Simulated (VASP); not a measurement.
# SrCl2 (R3m) in VASP: settings compared

The runs below take SrCl2 through single point, with PBE, r2SCAN.

Program: VASP 6.6.1. These are calculated values, not measurements. Logs are shortened: lines on timing, memory, paths and dates and some standing lists are left out, and cuts for length are marked.

## Step 1: The cell of the first run

Symmetry: R3m, No. 160, trigonal system. Conventional cell: a = 4.005 Å, b = 4.005 Å, c = 18.994 Å, α = 90.00°, β = 90.00°, γ = 120.00°. Within 3.8 Å of Sr (site symmetry 3m) lie 6 Cl at 2.87 Å. Within 3.8 Å of Cl (site symmetry 3m) lie 3 Sr at 2.87 Å and 4 Cl at 3.39 to 3.74 Å. Cl (site symmetry 3m) has 3 Sr at 2.87 Å and 4 Cl at 3.39 to 3.74 Å within 3.8 Å.

## Step 2: Single point, PBE (epitaxial xy strain -4.0%)

INCAR

```
ALGO     = Normal         # electronic algorithm
EDIFF    = 1E-7           # SCF threshold, eV
ENCUT    = 520            # plane-wave cutoff, eV
GGA      = PE             # functional
ISIF     = 2              # what is computed and relaxed
ISMEAR   = -1             # smearing method
LASPH    = True           # aspherical terms in the spheres
LCHARG   = False          # write CHGCAR
LREAL    = False          # projectors in reciprocal space
LWAVE    = False          # write WAVECAR
NBANDS   = 19             # bands
NELM     = 100            # most SCF steps
PREC     = Accurate       # precision mode
SIGMA    = 0.02           # smearing width, eV
```

KPOINTS

```
k-points
0
Gamma
  8 8 8
```

POSCAR

```
SrCl2
1.0
    2.0023140014      1.1560365277      6.3313700558
   -2.0023140014      1.1560365277      6.3313700558
    0.0000000000     -2.3120730554      6.3313700558
Sr Cl
1 2
Direct
    0.0000787938      0.0000787938      0.0000787938
    0.4226284405      0.4226284405      0.4226284405
    0.2439594324      0.2439594324      0.2439594324
```

Potentials or basis: VASP PAW PBE potentials, release 64 (Sr_sv, Cl).

Launch:

```sh
> cat potpaw_PBE.64/Sr_sv/POTCAR potpaw_PBE.64/Cl/POTCAR > POTCAR
> mpirun -np 1 vasp_std > vasp.out
```

OUTCAR:

```text
EDIFF = 1E-7
   ENCUT = 520
   GGA = PE
   ISIF = 2
   ISMEAR = -1
   LASPH = True
   LREAL = False
   NELM = 100
   PREC = Accurate

 ion  position               nearest neighbor table
   1  0.000  0.000  0.000-   2 2.87   2 2.87   2 2.87   3 2.87   3 2.87   3 2.87
   2  0.423  0.423  0.423-   1 2.87   1 2.87   1 2.87
   3  0.244  0.244  0.244-   1 2.87   1 2.87   1 2.87

  LATTYP: Found a trigonal (rhomboedric) cell.
 ALAT       =     6.7403211049
 COS(alpha) =     0.8235046812

  Lattice vectors:

 A1 = (   2.0023140014,   1.1560365277,   6.3313700558)
 A2 = (  -2.0023140014,   1.1560365277,   6.3313700558)
 A3 = (   0.0000000000,  -2.3120730554,   6.3313700558)

Analysis of symmetry for initial positions (statically):
=====================================================================
 Subroutine PRICEL returns:
 Original cell was already a primitive cell.

 Routine SETGRP: Setting up the symmetry group for a
 trigonal (rhombohedral) supercell.

 Subroutine GETGRP returns: Found  6 space group operations
 (whereof  6 operations were pure point group operations)
 out of a pool of 12 trial point group operations.

The static configuration has the point symmetry C_3v.

Analysis of symmetry for dynamics (positions and initial velocities):
=====================================================================
 Subroutine PRICEL returns:
 Original cell was already a primitive cell.

 Routine SETGRP: Setting up the symmetry group for a
 trigonal (rhombohedral) supercell.

 Subroutine GETGRP returns: Found  6 space group operations
 (whereof  6 operations were pure point group operations)
 out of a pool of 12 trial point group operations.

The dynamic configuration has the point symmetry C_3v.

 Subroutine INISYM returns: Found  6 space group operations
 (whereof  6 operations are pure point group operations),
 and found     1 'primitive' translations

----------------------------------------------------------------------------------------

                                     Primitive cell

  volume of cell :      87.9332

  direct lattice vectors                    reciprocal lattice vectors
     2.002314001  1.156036528  6.331370056     0.249711084  0.144170762  0.052647899
[... 78 lines left out ...]
 SYSTEM =  unknown system
   PREC   = accura    normal or accurate (medium, high low for compatibility)
   ISTART =      0    job   : 0-new  1-cont  2-samecut
   ICHARG =      2    charge: 1-file 2-atom 10-const
   ISPIN  =      1    spin polarized calculation?
   LNONCOLLINEAR =      F non collinear calculations
   LSORBIT =      F    spin-orbit coupling
   LASPH  =      T    aspherical Exc in radial PAW
   ENCUT  =  520.0 eV  38.22 Ry    6.18 a.u.  12.53 12.53 12.53*2*pi/ulx,y,z
   NELM   =    100;   NELMIN=  2; NELMDL= -5     # of ELM steps
   EDIFF  = 0.1E-06   stopping-criterion for ELM
   LREAL  =      F    real-space projection
   EDIFFG = 0.1E-05   stopping-criterion for IOM
   NSW    =      0    number of steps for IOM
   IBRION =     -1    ionic relax: 0-MD 1-quasi-New 2-CG
   NFREE  =      0    steps in history (QN), initial steepest desc. (CG)
   ISIF   =      2    stress and relaxation
   ISYM   =      2    0-nonsym 1-usesym 2-fastsym
   POTIM  = 0.5000    time-step for ionic-motion
   TEBEG  =    0.0;   TEEND  =   0.0 temperature during run
   PSTRESS=    0.0 pullay stress
   NELECT =      24.0000    total number of electrons
   NUPDOWN=      -1.0000    fix difference up-down
   EMIN   =  10.00;   EMAX   =-10.00  energy-range for DOS
   EFERMI =   0.00;   METHOD = LEGACY
   ISMEAR =    -1;   SIGMA  =   0.02  broadening in eV -4-tet -1-fermi 0-gaus
   EFERMI_NEDOS =   21; number of points for ismear=-14 and -15
   IALGO  =     38    algorithm
   IMIX   =      4    mixing-type and parameters
     AMIX     =   0.40;   BMIX     =  1.00
     AMIX_MAG =   1.60;   BMIX_MAG =  1.00
  volume/ion in A,a.u.               =      29.31       197.80
  Fermi-wavevector in a.u.,A,eV,Ry     =   1.061926  2.006750 15.343117  1.127687
  Thomas-Fermi vector in A             =   2.197359
   LORBIT       =      0    0 simple, 1 ext, 2 COOP (PROOUT), +10 PAW based schemes
   GGA     = PE    functional components
   LHFCALC =     F    Hartree Fock is set to
   AEXX    =    0.0000 exact exchange contribution
   IVDW    =     0    specifies the selected vdW correction
   LEPSILON=     F    determine dielectric tensor
   LRPA    =     F    only Hartree local field effects (RPA)
 non-spin polarized calculation
  energy-cutoff  :      520.00
  volume of cell :       87.93
 maximum number of plane-waves:      2397
   NGX = 25   NGY = 25   NGZ = 25

 number of electron      24.0000000 magnetization

 Free energy of the ion-electron system (eV)
  ---------------------------------------------------
  ext. energy  EPLUGINS =         0.00000000
  ---------------------------------------------------
  free energy    TOTEN  =       -12.06626266 eV

  energy without entropy =      -12.06626266  energy(sigma->0) =      -12.06626266

 E-fermi :   0.2343     XC(G=0):  -8.1055

 val. band max:       -0.1965907151   @ k =   0.0000   0.0000   0.0000
 cond. band min:       4.3872309498   @ k =   0.5000   0.5000   0.0000
 fundamental gap:      4.5838216649
 Fermi energy:         0.2342660603

 k-point     1 :       0.0000    0.0000    0.0000
  band No.  band energies     occupation
      1     -33.1308      2.00000
      2     -15.4917      2.00000
      3     -15.0998      2.00000
      4     -15.0998      2.00000
      5     -13.4019      2.00000
      6     -12.4724      2.00000
[... 505 lines left out ...]
      6     -12.6929      2.00000
[... 11 lines left out ...]
     18       7.8809      0.00000
     19       9.7157      0.00000

 [... further k-points ...]
[... 5 lines left out ...]
  --------------------------------------------------------------------------------------
  -------------------------------------------------------------------------------------
  Total        2.2148115      2.2148115      0.7647659     -0.0000000     -0.0000000      0.0000000
  in kB       40.3547504     40.3547504     13.9343398     -0.0000000     -0.0000000      0.0000000
  external PRESSURE =      31.5479469 kB  Pullay stress =       0.0000000 kB

 VOLUME and BASIS-vectors are now :
 -----------------------------------------------------------------------------
  energy-cutoff  :      520.00
  volume of cell :       87.93
      direct lattice vectors                 reciprocal lattice vectors
     2.002314001  1.156036528  6.331370056     0.249711084  0.144170762  0.052647899
    -2.002314001  1.156036528  6.331370056    -0.249711084  0.144170762  0.052647899
     0.000000000 -2.312073055  6.331370056     0.000000000 -0.288341523  0.052647899

 POSITION                                       TOTAL-FORCE (eV/Angst)
 -----------------------------------------------------------------------------------
      0.00000      0.00000      0.00150         0.000000      0.000000     -0.002707
      0.00000      0.00000      8.02745         0.000000     -0.000000      0.007720
      0.00000      0.00000      4.63379         0.000000     -0.000000     -0.005012
 -----------------------------------------------------------------------------------
    total drift:                                0.000000     -0.000000     -0.000009

  FREE ENERGIE OF THE ION-ELECTRON SYSTEM (eV)
  ---------------------------------------------------
  free  energy   TOTEN  =       -12.0662626572 eV

  energy  without entropy=      -12.0662626572  energy(sigma->0) =      -12.06626266
```

stdout:

```text
POSCAR found type information on POSCAR SrCl
 POSCAR found :  2 types and       3 ions
 scaLAPACK will be used
 LDA part: xc-table for (Slater+PW92), standard interpolation
 POSCAR, INCAR and KPOINTS ok, starting setup
 FFT: planning ... GRIDC
 FFT: planning ... GRID_SOFT
 FFT: planning ... GRID
 WAVECAR not read
 entering main loop
```

Run time: 2.5 min. Hardware: 1 thread of Intel Xeon 6975P-C (Granite Rapids), shared host; peak memory 0.38 GiB.

What came out:

```yaml
Free_energy: -12.0663 eV
Pressure: 3.2 GPa
Largest_force: 0.008 eV/Å
Band_gap_on_the_k_mesh: 4.58 eV, indirect (least direct gap 4.69 eV)
```

Forces on the atoms (eV/Å):
```
Sr   0.000  0.000 -0.003
Cl   0.000  0.000  0.008
Cl   0.000  0.000 -0.005
```

Caveat: the cell differs from its parent crystal (epitaxial xy strain -4.0%).

## Step 3: Single point, PBE (uniaxial z strain +3.0%)

INCAR, as its differences from that of step 2:

```diff
@@ -1,3 +1,3 @@
 ALGO     = Normal         # electronic algorithm
-EDIFF    = 1E-7           # SCF threshold, eV
+EDIFF    = 1E-6           # SCF threshold, eV
 ENCUT    = 520            # plane-wave cutoff, eV
```

KPOINTS is that of step 2.

POSCAR

```
SrCl2
1.0
    2.0857437515      1.2042047164      6.3190999588
   -2.0857437515      1.2042047164      6.3190999588
    0.0000000000     -2.4084094327      6.3190999588
Sr Cl
1 2
Direct
    0.0001272575      0.0001272575      0.0001272575
    0.4205703067      0.4205703067      0.4205703067
    0.2459691025      0.2459691025      0.2459691025
```

Potentials or basis: VASP PAW PBE potentials, release 64 (Sr_sv, Cl).

Launch:

```sh
> cat potpaw_PBE.64/Sr_sv/POTCAR potpaw_PBE.64/Cl/POTCAR > POTCAR
> mpirun -np 1 vasp_std > vasp.out
```

OUTCAR:

```text
EDIFF = 1E-6
   ENCUT = 520
   GGA = PE
   ISIF = 2
   ISMEAR = -1
   LASPH = True
   LREAL = False
   NELM = 100
   PREC = Accurate

 ion  position               nearest neighbor table
   1  0.000  0.000  0.000-   2 2.92   2 2.92   2 2.92   3 2.92   3 2.92   3 2.92
   2  0.421  0.421  0.421-   1 2.92   1 2.92   1 2.92
   3  0.246  0.246  0.246-   1 2.92   1 2.92   1 2.92

  LATTYP: Found a trigonal (rhomboedric) cell.
 ALAT       =     6.7625039952
 COS(alpha) =     0.8097446716

  Lattice vectors:

 A1 = (   2.0857437515,   1.2042047164,   6.3190999588)
 A2 = (  -2.0857437515,   1.2042047164,   6.3190999588)
 A3 = (   0.0000000000,  -2.4084094327,   6.3190999588)

Analysis of symmetry for initial positions (statically):
=====================================================================
 Subroutine PRICEL returns:
 Original cell was already a primitive cell.

 Routine SETGRP: Setting up the symmetry group for a
 trigonal (rhombohedral) supercell.

[... 158 lines left out ...]

 Free energy of the ion-electron system (eV)
  ---------------------------------------------------
  ext. energy  EPLUGINS =         0.00000000
  ---------------------------------------------------
  free energy    TOTEN  =       -12.18311765 eV

  energy without entropy =      -12.18311765  energy(sigma->0) =      -12.18311765

 E-fermi :  -0.0558     XC(G=0):  -7.7473

 val. band max:       -0.5159138404   @ k =   0.0000   0.0000   0.0000
 cond. band min:       3.9067446303   @ k =   0.0000   0.0000   0.0000
 fundamental gap:      4.4226584707
 Fermi energy:        -0.0558151228

 k-point     1 :       0.0000    0.0000    0.0000
  band No.  band energies     occupation
      1     -33.7572      2.00000
      2     -15.9745      2.00000
      3     -15.7309      2.00000
      4     -15.7309      2.00000
      5     -13.7258      2.00000
      6     -12.9625      2.00000
[... 505 lines left out ...]
      6     -13.1250      2.00000
[... 11 lines left out ...]
     18       7.1981      0.00000
     19       8.8296      0.00000

 [... further k-points ...]
[... 5 lines left out ...]
  --------------------------------------------------------------------------------------
  -------------------------------------------------------------------------------------
  Total        0.6465883      0.6465883      0.4574279      0.0000000      0.0000000      0.0000000
  in kB       10.8785414     10.8785414      7.6960069      0.0000000      0.0000000      0.0000000
  external PRESSURE =       9.8176966 kB  Pullay stress =       0.0000000 kB

 VOLUME and BASIS-vectors are now :
 -----------------------------------------------------------------------------
  energy-cutoff  :      520.00
  volume of cell :       95.23
      direct lattice vectors                 reciprocal lattice vectors
     2.085743751  1.204204716  6.319099959     0.239722641  0.138403931  0.052750128
    -2.085743751  1.204204716  6.319099959    -0.239722641  0.138403931  0.052750128
     0.000000000 -2.408409433  6.319099959     0.000000000 -0.276807862  0.052750128

 POSITION                                       TOTAL-FORCE (eV/Angst)
 -----------------------------------------------------------------------------------
      0.00000      0.00000      0.00241         0.000000     -0.000000     -0.002381
      0.00000      0.00000      7.97288         0.000000      0.000000      0.004924
      0.00000      0.00000      4.66291         0.000000     -0.000000     -0.002543
 -----------------------------------------------------------------------------------
    total drift:                                0.000000      0.000000     -0.000035

  FREE ENERGIE OF THE ION-ELECTRON SYSTEM (eV)
  ---------------------------------------------------
  free  energy   TOTEN  =       -12.1831176546 eV

  energy  without entropy=      -12.1831176546  energy(sigma->0) =      -12.18311765
```

OSZICAR:

```text
N       E                     dE             d eps       ncg     rms          rms(c)
DAV:   1     0.143242295884E+03    0.14324E+03   -0.11135E+04  2470   0.111E+03
DAV:   2    -0.273977904823E+01   -0.14598E+03   -0.14203E+03  3220   0.219E+02
DAV:   3    -0.122607163530E+02   -0.95209E+01   -0.94884E+01  3205   0.563E+01
DAV:   4    -0.125962154048E+02   -0.33550E+00   -0.33507E+00  4203   0.897E+00
DAV:   5    -0.125992200317E+02   -0.30046E-02   -0.30042E-02  3372   0.760E-01    0.149E+01
DAV:   6    -0.121792611633E+02    0.41996E+00   -0.82314E-01  2961   0.484E+00    0.956E+00
DAV:   7    -0.121826439479E+02   -0.33828E-02   -0.57109E-01  3317   0.429E+00    0.192E+00
DAV:   8    -0.121806084187E+02    0.20355E-02   -0.86644E-02  2813   0.158E+00    0.661E-01
DAV:   9    -0.121813908965E+02   -0.78248E-03   -0.28459E-03  3073   0.334E-01    0.267E-01
DAV:  10    -0.121828051925E+02   -0.14143E-02   -0.10281E-03  2623   0.186E-01    0.478E-02
DAV:  11    -0.121830413299E+02   -0.23614E-03   -0.13308E-04  2910   0.654E-02    0.297E-02
DAV:  12    -0.121830966945E+02   -0.55365E-04   -0.31037E-05  2725   0.317E-02    0.109E-02
DAV:  13    -0.121831171778E+02   -0.20483E-04   -0.25410E-05  2689   0.271E-02    0.466E-03
DAV:  14    -0.121831176546E+02   -0.47675E-06   -0.11601E-06  3125   0.608E-03
   1 F= -.12183118E+02 E0= -.12183118E+02  d E =-.301814E-12
```

Wall time 2.2 min (1 thread of Intel Xeon 6975P-C (Granite Rapids), shared host); peak memory 0.4 GiB.

Results:

```
Free energy            : -12.1831 eV
Pressure               : 1.0 GPa
Largest force          : 0.005 eV/Å
Band gap on the k mesh : 4.42 eV, direct
```

Forces on the atoms (eV/Å):
```
Sr   0.000  0.000 -0.002
Cl   0.000  0.000  0.005
Cl   0.000  0.000 -0.003
```

Stress tensor (GPa, compression positive):
```
1.09 0.00 0.00
0.00 1.09 0.00
0.00 0.00 0.77
```

Caveat: the cell differs from its parent crystal (uniaxial z strain +3.0%). A k mesh can miss the band edges.

## Step 4: Single point, PBE (strain +4.0%)

INCAR

```
ALGO = Normal
EDIFF = 1E-6
ENCUT = 520
GGA = PE
ISIF = 2
ISMEAR = -1
LASPH = True
LCHARG = False
LREAL = False
LWAVE = False
NBANDS = 19
NELM = 80
PREC = Accurate
SIGMA = 0.02
```

KPOINTS is that of step 3.

POSCAR

```
SrCl2
1.0
    2.1691735015      1.2523729050      6.3804504438
   -2.1691735015      1.2523729050      6.3804504438
    0.0000000000     -2.5047458101      6.3804504438
Sr Cl
1 2
Direct
    0.0001794934      0.0001794934      0.0001794934
    0.4180391759      0.4180391759      0.4180391759
    0.2484479974      0.2484479974      0.2484479974
```

Launch:

```sh
> cat potpaw_PBE.64/Sr_sv/POTCAR potpaw_PBE.64/Cl/POTCAR > POTCAR
> mpirun -np 1 vasp_std > vasp.out
```

It took 3.3 min on 1 thread of Intel Xeon 6975P-C (Granite Rapids), shared host; peak memory 0.43 GiB.

It converged, with:

```yaml
Free_energy: -12.1811 eV
Pressure: -0.7 GPa
Largest_force: 0.007 eV/Å
Band_gap_on_the_k_mesh: 4.12 eV, direct
```

Forces on the atoms (eV/Å):
```
Sr   0.000  0.000 -0.002
Cl   0.000  0.000  0.007
Cl   0.000  0.000 -0.005
```

Stress tensor (GPa, compression positive):
```
-1.24  0.00  0.00
 0.00 -1.24  0.00
 0.00  0.00  0.28
```

Levels at points of the mesh, in eV from the valence-band top:
```csv
k point,band 9,band 10,band 11,band 12,band 13,band 14,band 15,band 16
"(0.00, 0.00, 0.00)",-1.28,-1.05,-1.05,0.00,4.12,6.15,6.36,6.36
"(0.50, 0.00, 0.00)",-1.39,-1.37,-1.13,-0.25,4.61,6.59,7.02,7.61
"(0.50, 0.50, 0.00)",-1.47,-1.28,-1.20,-0.47,4.55,6.57,7.07,7.55
"(0.50, 0.50, 0.50)",-1.35,-0.96,-0.96,-0.74,4.79,5.94,6.28,6.28
```

Caveat: the cell differs from its parent crystal (strain +4.0%). A k mesh can miss the band edges.

(Part 1 of 2 ends here.)
